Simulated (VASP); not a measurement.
Runs of VASP 6.6.1 on Ag. The structure is that of space group Fm-3m (No. 225), or close to it. The cells are those of the table. 

```csv
cell,gap on the mesh (eV),pressure (GPa)
"a = 2.824, b = 2.824, c = 2.803 Å, angles 60.3, 60.3, 59.5°, 1 atom",none,7.0
"a = 2.933, b = 2.933, c = 2.976 Å, angles 59.5, 59.5, 61.0°, 1 atom",none,-7.9
"a = 2.868, b = 2.868, c = 2.846 Å, angles 60.3, 60.3, 59.5°, 1 atom",none,0.6
"a = 2.824, b = 2.824, c = 2.846 Å, angles 59.7, 59.7, 60.5°, 1 atom",none,4.7
"a = 2.954, b = 2.954, c = 2.976 Å, angles 59.8, 59.8, 60.5°, 1 atom",none,(a)
"a = 2.891, b = 2.891, c = 2.803 Å, angles 61.0, 61.0, 58.0°, 1 atom",none,0.9
"a = 2.954, b = 2.954, c = 2.933 Å, angles 60.2, 60.2, 59.5°, 1 atom",none,-7.9
"a = 2.846, b = 2.846, c = 2.803 Å, angles 60.5, 60.5, 59.0°, 1 atom",none,4.7
```

Alike in all rows: task single point; level PBEsol; potentials or basis VASP PAW PBE potentials, release 64 (Ag); no spin polarisation; k mesh 20 × 20 × 20; cutoff (eV) 520; smearing gaussian 0.15 eV.

Task: Estimate the missing entries.

Result: (a) -8.9.

Caveats: the PAW data sets were made with another functional, which shifts forces and pressure a little.

A k mesh can miss the band edges, and the runs leave out spin-orbit coupling on Ag.

A gap of «none» marks levels without a gap at the run's occupations.
